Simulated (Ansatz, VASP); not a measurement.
# One calculation of ZnS, two programs

File INCAR:

```
  PREC = Accurate
  ENCUT = 520
  EDIFF = 1E-7
  ISMEAR = 0
  SIGMA = 0.05
  LREAL = F
  LASPH = T
  NELM = 100
  ALGO = Normal
  ISIF = 2
  LWAVE = F
  LCHARG = T
  GGA = PE
  LELF = T
  LVHAR = T
  NBANDS = 46
```

File KPOINTS:

```
regular mesh
0
Gamma
  9 9 4
```

The input POSCAR:

```
ZnS
1.0
    3.9137457800      0.0000000000      0.0000000000
   -1.9568728900      3.3894032694      0.0000000000
    0.0000000000      0.0000000000     12.8093957352
Zn S
4 4
Direct
    0.0000000000      0.0000000000      0.0000492057
    0.0000000000      0.0000000000      0.5000492057
    0.3333333333      0.6666666667      0.2500242903
    0.6666666667      0.3333333333      0.7500242903
    0.0000000000      0.0000000000      0.1872905901
    0.0000000000      0.0000000000      0.6872905901
    0.3333333333      0.6666666667      0.4376359138
    0.6666666667      0.3333333333      0.9376359138
```

Input for Ansatz:

```yaml
crystal:
  lattice:
    - [3.91374578, 0.0, 0.0]
    - [-1.95687289, 3.3894032694, 0.0]
    - [0.0, 0.0, 12.8093957352]
  atoms:
    - { symbol: Zn, position: [0.0, 0.0, 4.92057e-05] }
    - { symbol: Zn, position: [0.0, 0.0, 0.5000492057] }
    - { symbol: Zn, position: [0.3333333333, 0.6666666667, 0.2500242903] }
    - { symbol: Zn, position: [0.6666666667, 0.3333333333, 0.7500242903] }
    - { symbol: S, position: [0.0, 0.0, 0.1872905901] }
    - { symbol: S, position: [0.0, 0.0, 0.6872905901] }
    - { symbol: S, position: [0.3333333333, 0.6666666667, 0.4376359138] }
    - { symbol: S, position: [0.6666666667, 0.3333333333, 0.9376359138] }
basis:
  ecutwfc: 520.0
kpoints:
  mp_grid: { grid: [9, 9, 4] }
hamiltonian:
  xc: pbe
scf:
  occupations: { method: gaussian, width: 0.05 }
output:
  forces: true
  stress: true
  eigenvalues: true
```

Alike in both runs: task single point; functional PBE; k mesh 9 × 9 × 4; occupations gaussian, width 0.05 eV; no spin polarisation.

|  | VASP | Ansatz |
| --- | --- | --- |
| version | VASP 6.6.1 | Ansatz 0.2.0 |
| potentials or method | VASP PAW PBE potentials, release 64 (Zn, S), cutoff 520 eV | scalar-relativistic, plane waves, PAW |
| valence electrons in the cell | 72 | 72 |

VASP gave:

- gap on the k mesh at the Fermi level (eV): 1.83
- least direct gap on the mesh (eV): 1.83
- pressure (GPa): -3.1

Q: Which values does Ansatz return?

A: gap on the k mesh at the Fermi level (eV): 1.83; least direct gap on the mesh (eV): 1.83; pressure (GPa): -3.2.

With one functional, cell and mesh, what is left measures potentials, basis and numerics.
